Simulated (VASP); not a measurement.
# Os (P6_3/mmc) in VASP: further runs

Runs on Os. Level: PBEsol. Tasks: single point.

All numbers are computed with VASP 6.6.1; they aren't measurements. Logs are shortened: lines on timing, memory, paths and dates and some standing lists are left out, and cuts for length are marked.

## (1) The cell of the first run

It takes space group P6_3/mmc (No. 194, hexagonal). Conventional cell: a = 2.871 Å, b = 2.871 Å, c = 4.104 Å, α = 90.00°, β = 90.00°, γ = 120.00°. Os (site symmetry -6m2) has 12 Os at 2.64 to 2.87 Å within 3.5 Å.

## (2) Single point, PBEsol (strain +0.050 along x and y, -0.050 along z)

The input, INCAR:

```
  ALGO = Normal
  EDIFF = 1E-6
  ENCUT = 520
  GGA = PS
  ISIF = 2
  ISMEAR = 0
  LASPH = T
  LCHARG = F
  LREAL = F
  LWAVE = F
  NBANDS = 15
  NELM = 60
  PREC = Accurate
  SIGMA = 0.15
```

The input, KPOINTS:

```
k-points
0
Gamma
  18 18 12
```

The input, POSCAR:

```
Os
1.0
    2.8708049743      0.0000000000      0.0000000000
   -1.4354024872      2.4861900370      0.0000000000
    0.0000000000      0.0000000000      4.1037150000
Os
2
Direct
    0.3333333333      0.6666666667      0.2500000000
    0.6666666667      0.3333333333      0.7500000000
```

Potentials or basis: VASP PAW PBE potentials, release 64 (Os).

Launch:

```console
> cat potpaw_PBE.64/Os/POTCAR > POTCAR
> mpirun -np 1 vasp_std > vasp.out
```

OUTCAR:

```text
EDIFF = 1E-6
   ENCUT = 520
   GGA = PS
   ISIF = 2
   ISMEAR = 0
   LASPH = T
   LREAL = F
   NELM = 60
   PREC = Accurate

 ion  position               nearest neighbor table
   1  0.333  0.667  0.250-   2 2.64   2 2.64   2 2.64   2 2.64   2 2.64   2 2.64
   2  0.667  0.333  0.750-   1 2.64   1 2.64   1 2.64   1 2.64   1 2.64   1 2.64

  LATTYP: Found a hexagonal cell.
 ALAT       =     2.8708049743
 C/A-ratio  =     1.4294649190

  Lattice vectors:

 A1 = (   2.8708049743,   0.0000000000,   0.0000000000)
 A2 = (  -1.4354024872,   2.4861900370,   0.0000000000)
 A3 = (   0.0000000000,   0.0000000000,   4.1037150000)

Analysis of symmetry for initial positions (statically):
=====================================================================
 Subroutine PRICEL returns:
 Original cell was already a primitive cell.

 Routine SETGRP: Setting up the symmetry group for a
 hexagonal supercell.

 Subroutine GETGRP returns: Found 24 space group operations
 (whereof 12 operations were pure point group operations)
 out of a pool of 24 trial point group operations.

The static configuration has the point symmetry D_3d.
 The point group associated with its full space group is D_6h.

Analysis of symmetry for dynamics (positions and initial velocities):
=====================================================================
 Subroutine PRICEL returns:
 Original cell was already a primitive cell.

 Routine SETGRP: Setting up the symmetry group for a
 hexagonal supercell.

 Subroutine GETGRP returns: Found 24 space group operations
 (whereof 12 operations were pure point group operations)
 out of a pool of 24 trial point group operations.

The dynamic configuration has the point symmetry D_3d.
 The point group associated with its full space group is D_6h.

 Subroutine INISYM returns: Found 24 space group operations
 (whereof 12 operations are pure point group operations),
 and found     1 'primitive' translations

----------------------------------------------------------------------------------------

                                     Primitive cell

  volume of cell :      29.2897

  direct lattice vectors                    reciprocal lattice vectors
     2.870804974  0.000000000  0.000000000     0.348334355  0.201110934  0.000000000
    -1.435402487  2.486190037  0.000000000     0.000000000  0.402221868  0.000000000
     0.000000000  0.000000000  4.103715000     0.000000000  0.000000000  0.243681640

  length of vectors
     2.870804974  2.870804974  4.103715000     0.402221868  0.402221868  0.243681640

  position of ions in fractional coordinates (direct lattice)
     0.333333333  0.666666667  0.250000000
     0.666666667  0.333333333  0.750000000

  ion indices of the primitive-cell ions
   primitive index   ion index
                 1           1
                 2           2

----------------------------------------------------------------------------------------

 KPOINTS: k-points

Automatic generation of k-mesh.
 Grid dimensions read from file:
 generate k-points for:   18   18   12

 Generating k-lattice:

  Cartesian coordinates                     Fractional coordinates (reciprocal lattice)
     0.019351909  0.011172830  0.000000000     0.055555556  0.000000000  0.000000000
     0.000000000  0.022345659  0.000000000     0.000000000  0.055555556  0.000000000
     0.000000000  0.000000000  0.020306803     0.000000000  0.000000000  0.083333333

  Length of vectors
     0.022345659  0.022345659  0.020306803

  Shift w.r.t. Gamma in fractional coordinates (k-lattice)
     0.000000000  0.000000000  0.000000000

 Subroutine IBZKPT returns following result:
 ===========================================

 Found    259 irreducible k-points:

 Following reciprocal coordinates:
            Coordinates               Weight
  0.000000  0.000000  0.000000      1.000000
  0.055556  0.000000  0.000000      6.000000
  0.111111  0.000000  0.000000      6.000000
  0.166667  0.000000  0.000000      6.000000
  0.222222  0.000000  0.000000      6.000000
  0.277778  0.000000  0.000000      6.000000
[... 16 lines left out ...]
  0.333333  0.111111  0.000000     12.000000
  0.388889  0.111111  0.000000     12.000000
 [... further k-points ...]
   k-points           NKPTS =    259   k-points in BZ     NKDIM =    259   number of bands    NBANDS=     15
   number of dos      NEDOS =    301   number of ions     NIONS =      2
   total plane-waves  NPLWV =  18432
   dimension x,y,z NGX =    24 NGY =   24 NGZ =   32
   dimension x,y,z NGXF=    48 NGYF=   48 NGZF=   64
   ions per type =               2
   NGX,Y,Z   is equivalent  to a cutoff of  13.90, 13.90, 12.96 a.u.
   NGXF,Y,Z  is equivalent  to a cutoff of  27.80, 27.80, 25.93 a.u.
 SYSTEM =  unknown system
   PREC   = accura    normal or accurate (medium, high low for compatibility)
   ISTART =      0    job   : 0-new  1-cont  2-samecut
   ICHARG =      2    charge: 1-file 2-atom 10-const
   ISPIN  =      1    spin polarized calculation?
   LNONCOLLINEAR =      F non collinear calculations
   LSORBIT =      F    spin-orbit coupling
   LASPH  =      T    aspherical Exc in radial PAW
   ENCUT  =  520.0 eV  38.22 Ry    6.18 a.u.   5.34  5.34  7.63*2*pi/ulx,y,z
   NELM   =     60;   NELMIN=  2; NELMDL= -5     # of ELM steps
   EDIFF  = 0.1E-05   stopping-criterion for ELM
   LREAL  =      F    real-space projection
[... 7 lines left out ...]
   TEBEG  =    0.0;   TEEND  =   0.0 temperature during run
   PSTRESS=    0.0 pullay stress
   NELECT =      16.0000    total number of electrons
   NUPDOWN=      -1.0000    fix difference up-down
   EMIN   =  10.00;   EMAX   =-10.00  energy-range for DOS
   EFERMI =   0.00;   METHOD = LEGACY
   ISMEAR =     0;   SIGMA  =   0.15  broadening in eV -4-tet -1-fermi 0-gaus
   EFERMI_NEDOS =   21; number of points for ismear=-14 and -15
   IALGO  =     38    algorithm
   IMIX   =      4    mixing-type and parameters
     AMIX     =   0.40;   BMIX     =  1.00
     AMIX_MAG =   1.60;   BMIX_MAG =  1.00
  volume/ion in A,a.u.               =      14.64        98.83
  Fermi-wavevector in a.u.,A,eV,Ry     =   1.338268  2.528960 24.367507  1.790961
  Thomas-Fermi vector in A             =   2.466752
   LORBIT       =      0    0 simple, 1 ext, 2 COOP (PROOUT), +10 PAW based schemes
   GGA     = PS    functional components
   LHFCALC =     F    Hartree Fock is set to
   AEXX    =    0.0000 exact exchange contribution
   IVDW    =     0    specifies the selected vdW correction
   LEPSILON=     F    determine dielectric tensor
   LRPA    =     F    only Hartree local field effects (RPA)
 non-spin polarized calculation
 Gauss-broadening in eV      SIGMA  =   0.15
  energy-cutoff  :      520.00
  volume of cell :       29.29
 maximum number of plane-waves:       813
 NGX is ok and might be reduce to    24
   NGX = 11   NGY = 11   NGZ = 15

 number of electron      15.9999999 magnetization

 Free energy of the ion-electron system (eV)
  ---------------------------------------------------
  ext. energy  EPLUGINS =         0.00000000
  ---------------------------------------------------
  free energy    TOTEN  =       -24.12623395 eV

  energy without entropy =      -24.11331935  energy(sigma->0) =      -24.11977665

 E-fermi :   8.6650     XC(G=0): -13.8783

 val. band max:        8.6582934980   @ k =   0.2222   0.0556   0.3333
 cond. band min:       8.6870684621   @ k =   0.4444   0.0000   0.4167
 fundamental gap:      0.0287749641
 Fermi energy:         8.6650415375

 k-point     1 :       0.0000    0.0000    0.0000
  band No.  band energies     occupation
      1      -1.9405      2.00000
      2       1.3026      2.00000
      3       5.6016      2.00000
      4       5.6016      2.00000
      5       6.3212      2.00000
      6       6.3212      2.00000
      7       6.6603      2.00000
      8       6.6603      2.00000
      9       7.0780      2.00000
     10       9.8225      0.00000
     11      10.2068      0.00000
     12      10.2068      0.00000
     13      18.3853      0.00000
     14      22.2591      0.00000
     15      26.8225      0.00000

 k-point     2 :       0.0556    0.0000    0.0000
  band No.  band energies     occupation
      1      -1.8303      2.00000
      2       1.3875      2.00000
      3       5.4225      2.00000
      4       5.6947      2.00000
      5       6.2318      2.00000
      6       6.2435      2.00000
      7       6.6084      2.00000
      8       6.7433      2.00000
      9       7.2320      2.00000
     10       8.8618      0.06357
     11      10.2784      0.00000
     12      11.3373      0.00000
     13      18.3990      0.00000
     14      22.4688      0.00000
     15      26.9240      0.00000

 k-point     3 :       0.1111    0.0000    0.0000
  band No.  band energies     occupation
      1      -1.5071      2.00000
      2       1.6244      2.00000
      3       5.0307      2.00000
      4       5.9247      2.00000
      5       5.9698      2.00000
      6       6.0354      2.00000
      7       6.4754      2.00000
      8       6.9881      2.00000
      9       7.5748      2.00000
     10       8.0010      2.00000
     11      10.4679      0.00000
     12      12.7462      0.00000
     13      18.4143      0.00000
     14      23.0255      0.00000
     15      27.0287      0.00000
[... 343 lines left out ...]
 k-point    23 :       0.3333    0.1111    0.0000
  band No.  band energies     occupation
      1       1.7898      2.00000
      2       2.2862      2.00000
      3       2.9076      2.00000
      4       4.4945      2.00000
      5       4.8287      2.00000
      6       6.7288      2.00000
      7       7.0717      2.00000
      8       9.5626      0.00000
      9       9.6511      0.00000
     10      10.8408      0.00000
     11      11.5414      0.00000
     12      15.7299      0.00000
     13      18.3744      0.00000
     14      18.9244      0.00000
     15      20.4329      0.00000

 k-point    24 :       0.3889    0.1111    0.0000
  band No.  band energies     occupation
      1       2.0372      2.00000
      2       2.1517      2.00000
      3       2.6702      2.00000
      4       4.7450      2.00000
      5       4.8860      2.00000
      6       6.6674      2.00000
      7       7.4237      2.00000
      8       9.9778      0.00000
      9      10.2012      0.00000
     10      11.6177      0.00000
     11      11.6635      0.00000
     12      14.2158      0.00000
     13      17.8571      0.00000
     14      18.5970      0.00000
     15      21.4017      0.00000

 [... further k-points ...]
[... 5 lines left out ...]
  --------------------------------------------------------------------------------------
  -------------------------------------------------------------------------------------
  Total       -5.2855456     -5.2855456      2.7417820      0.0000000     -0.0000000      0.0000000
  in kB     -289.1247078   -289.1247078    149.9782549      0.0000000     -0.0000000      0.0000000
  external PRESSURE =    -142.7570536 kB  Pullay stress =       0.0000000 kB

 VOLUME and BASIS-vectors are now :
 -----------------------------------------------------------------------------
  energy-cutoff  :      520.00
  volume of cell :       29.29
      direct lattice vectors                 reciprocal lattice vectors
     2.870804974  0.000000000  0.000000000     0.348334355  0.201110934  0.000000000
    -1.435402487  2.486190037  0.000000000     0.000000000  0.402221868  0.000000000
     0.000000000  0.000000000  4.103715000     0.000000000  0.000000000  0.243681640

 POSITION                                       TOTAL-FORCE (eV/Angst)
 -----------------------------------------------------------------------------------
     -0.00000      1.65746      1.02593        -0.000000     -0.000000      0.000000
      1.43540      0.82873      3.07779         0.000000      0.000000      0.000000
 -----------------------------------------------------------------------------------
    total drift:                                0.000000     -0.000000     -0.000000

  FREE ENERGIE OF THE ION-ELECTRON SYSTEM (eV)
  ---------------------------------------------------
  free  energy   TOTEN  =       -24.1262339507 eV

  energy  without entropy=      -24.1133193480  energy(sigma->0) =      -24.11977665
```

It took 63 s on 1 thread of Intel Xeon 8259CL, shared host; peak memory 0.2 GiB.

What came out:

```
Free energy            : -24.1262 eV
Pressure               : -14.3 GPa
Band gap on the k mesh : zero (bands 8 and 9 overlap by 3.38 eV)
```

Caveat: the cell differs from its parent crystal (strain +0.050 along x and y, -0.050 along z); the stress differs along the axes, from -29 to 15 GPa; the PAW data sets were made with another functional, which shifts forces and pressure a little; spin-orbit coupling is left out, which moves the levels of the heavy elements.

(Continued in part 2 of 3.)

The gap in the log of VASP goes by the Fermi energy; the results here count the filled bands.